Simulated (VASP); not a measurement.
Here is a VASP 6.6.1 calculation.

Contents of POSCAR:

```
AlCo3
1.0
    3.6903477342      0.0000000000      0.0000000000
    0.0000000000      3.6903477342      0.0000000000
    0.0000000000      0.0000000000      3.6903477342
Al Co
1 3
Direct
    0.0000000000      0.0000000000      0.0000000000
    0.5000000000      0.5000000000      0.0000000000
    0.5000000000      0.0000000000      0.5000000000
    0.0000000000      0.5000000000      0.5000000000
```

INCAR.step1

```
SYSTEM = AlCo3
  PREC = Accurate
  ENCUT = 520
  ISMEAR = 0
  SIGMA = 0.1
  LREAL = .FALSE.
  LASPH = .TRUE.
  NELM = 150
  ISPIN = 2
  MAGMOM = 0 3 3 3
  LMAXMIX = 4
  NBANDS = 27
  GGA = PE
  ALGO = Normal
  EDIFF = 1E-4
  LWAVE = .TRUE.
  LCHARG = .FALSE.
```

The input INCAR.step2:

```
SYSTEM = AlCo3
  PREC = Accurate
  ENCUT = 520
  EDIFF = 1E-7
  ISMEAR = 0
  SIGMA = 0.1
  LREAL = .FALSE.
  LASPH = .TRUE.
  NELM = 150
  ALGO = Normal
  ISIF = 2
  LWAVE = .FALSE.
  LCHARG = .FALSE.
  ISPIN = 2
  MAGMOM = 0 3 3 3
  LORBIT = 11
  LMAXMIX = 4
  METAGGA = R2SCAN
  LMIXTAU = .TRUE.
  NBANDS = 27
  ISTART = 1
```

File KPOINTS:

```
regular mesh
0
G
  12 12 12
  0 0 0
```

Potentials or basis: VASP PAW PBE potentials, release 64 (Al, Co).

Launch:

```bash
$ cat potpaw_PBE.64/Al/POTCAR potpaw_PBE.64/Co/POTCAR > POTCAR
$ cp INCAR.step1 INCAR
$ mpirun -np 1 vasp_std > vasp.out
$ cp INCAR.step2 INCAR
$ mpirun -np 1 vasp_std > vasp.out
```

Q: What does it give for the net moment?

A: 4.84 μB per cell.

Q: What does it give for the site moments?

A: Al -0.03; Co +1.70 μB.

Caveat: the cell stands under tension.
